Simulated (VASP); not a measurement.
## Si2Ni: relaxation of cell and atoms with PBE+U

Crystal: Si2Ni.

```
Ni Si
1.0
     0.00000    2.70300    2.70300
     2.70300    0.00000    2.70300
     2.70300    2.70300    0.00000
Ni Si
1 2
Cartesian
  0.0000 0.0000 0.0000
  4.0545 4.0545 4.0545
  1.3515 1.3515 1.3515
```

```json
{
  "Program": "VASP 6.6.1",
  "Task": "relaxation of cell and atoms",
  "Functional": "PBE",
  "Potentials or basis": "VASP PAW PBE potentials, release 64 (Ni, Si)",
  "Cutoff": "600 eV",
  "k mesh": "9 × 9 × 9",
  "Occupations": "fermi-dirac, width 0.05 eV",
  "Spin": "collinear spin, ferromagnetic start",
  "Starting moments": "[1.0, 0.0, 0.0] μB",
  "Hubbard terms": "Ni d U = 8.0 eV",
  "Dipole correction": "no",
  "Further INCAR settings": "ALGO = Normal; EDIFF = 1e-06; IBRION = 2; EDIFFG = -0.01; NSW = 60; ISIF = 3"
}
```

The relaxed volume is 12.71 Å³/atom and the relaxed cell is a = 3.778 Å, b = 3.778 Å, c = 3.778 Å, α = 60.00°, β = 60.00°, γ = 60.00°. The space group after relaxing (to 0.05 Å) is Fm-3m (No. 225), the energy gained by relaxing is 7.3 meV/atom and the ionic steps are 3. The pressure after relaxing is 0.0 GPa and the band gap on the k mesh is zero (filled and empty bands overlap). The net moment is 0.00 μB per cell. The valence electrons inside the program's atomic spheres are Ni 10.27; Si 1.59.

The path:
| step | energy change (eV) | largest force (eV/Å) | pressure (GPa) | volume (Å³) |
| --- | --- | --- | --- | --- |
| 1 | 0.0000 | 0.0000 | -4.93 | 39.50 |
| 2 | -0.0107 | 0.0000 | 3.99 | 37.22 |
| 3 | -0.0218 | 0.0000 | 0.03 | 38.14 |

Final structure:
```xyz
3
Lattice="0.0000 2.6717 2.6717 2.6717 0.0000 2.6717 2.6717 2.6717 0.0000" Properties=species:S:1:pos:R:3 pbc="T T T"
Ni    0.0000    0.0000    0.0000
Si    4.0075    4.0075    4.0075
Si    1.3358    1.3358    1.3358
```

Levels at points of the mesh, in eV from the Fermi level:
Spin up:
| k point | band 5 | band 6 | band 7 | band 8 | band 9 | band 10 | band 11 | band 12 | band 13 | band 14 |
| --- | --- | --- | --- | --- | --- | --- | --- | --- | --- | --- |
| (0.00, 0.00, 0.00) | -4.84 | -4.84 | 0.28 | 1.61 | 1.61 | 1.61 | 2.89 | 2.89 | 2.89 | 5.14 |
Spin down:
```csv
k point,band 5,band 6,band 7,band 8,band 9,band 10,band 11,band 12,band 13,band 14
"(0.00, 0.00, 0.00)",-4.84,-4.84,0.28,1.61,1.61,1.61,2.89,2.89,2.89,5.14
```

Eigenvalues of the final occupation matrices:
| site | spin | trace | eigenvalues |
| --- | --- | --- | --- |
| site 1 d | 1 | 4.51 | 0.88 0.88 0.88 0.93 0.93 |
| site 1 d | 2 | 4.51 | 0.88 0.88 0.88 0.93 0.93 |

Run time: 4.1 min on 1 thread of Intel Xeon 8259CL, on a shared host, peak memory 0.23 GiB.

Caveat: the U is typed as a test and isn't derived for this compound. The state reached can hang on the start; a lower one may exist.
